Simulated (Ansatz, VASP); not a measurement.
**Two plane-wave programs on Sc**

File POSCAR:

```
Sc
1.0
    0.0000000000      2.2705000000      2.2705000000
    2.3386150000      0.0000000000      2.2705000000
    2.3386150000      2.2705000000      0.0000000000
Sc
1
Direct
    0.0000000000      0.0000000000      0.0000000000
```

Contents of INCAR.step1:

```
SYSTEM = Sc
PREC = Accurate
ENCUT = 520
ISMEAR = 0
SIGMA = 0.15
LREAL = .FALSE.
LASPH = .TRUE.
NELM = 60
NBANDS = 12
GGA = PE
ALGO = Normal
EDIFF = 1E-4
LWAVE = .TRUE.
LCHARG = .FALSE.
```

File INCAR.step2:

```
SYSTEM = Sc
PREC = Accurate
ENCUT = 520
EDIFF = 1E-6
ISMEAR = 0
SIGMA = 0.15
LREAL = .FALSE.
LASPH = .TRUE.
NELM = 60
ALGO = Normal
ISIF = 2
LWAVE = .FALSE.
LCHARG = .FALSE.
METAGGA = R2SCAN
LMIXTAU = .TRUE.
NBANDS = 12
ISTART = 1
```

The input KPOINTS:

```
Automatic mesh
0
G
  18 18 18
  0 0 0
```

Input for Ansatz:

```yaml
crystal:
  lattice:
    - [0.0, 2.2705, 2.2705]
    - [2.338615, 0.0, 2.2705]
    - [2.338615, 2.2705, 0.0]
  atoms:
    - { symbol: Sc, position: [0.0, 0.0, 0.0] }
basis:
  ecutwfc: 500
kpoints:
  mp_grid: { grid: [18, 18, 18] }
hamiltonian:
  xc: r2scan
scf:
  occupations: { method: gaussian, width: 0.15 }
output:
  forces: true
  stress: true
  eigenvalues: true
```

Change from the starting cell: strain +0.0300 x Voigt [1, 0, 0, 0, 0, 0], atoms carried along.

Alike in both runs: task single point; functional r2SCAN; k mesh 18 × 18 × 18; occupations gaussian, width 0.15 eV; no spin polarisation.

|  | VASP | Ansatz |
| --- | --- | --- |
| version | VASP 6.6.1 | Ansatz 0.2.0 |
| potentials or method | VASP PAW PBE potentials, release 64 (Sc_sv), cutoff 520 eV | scalar-relativistic, plane waves, PAW |
| valence electrons in the cell | 11 | 11 |

```csv
,VASP,Ansatz,Ansatz less VASP
gap on the k mesh at the Fermi level (eV),none,none,-
pressure (GPa),2.5,2.3,-0.21
"traceless stress, the component that is largest in VASP (GPa)",-0.30,-0.30,+0.001
```

VASP's potentials were made for PBE, not for r2SCAN. A gap of «none» marks a metal or a gap that the smearing closes.
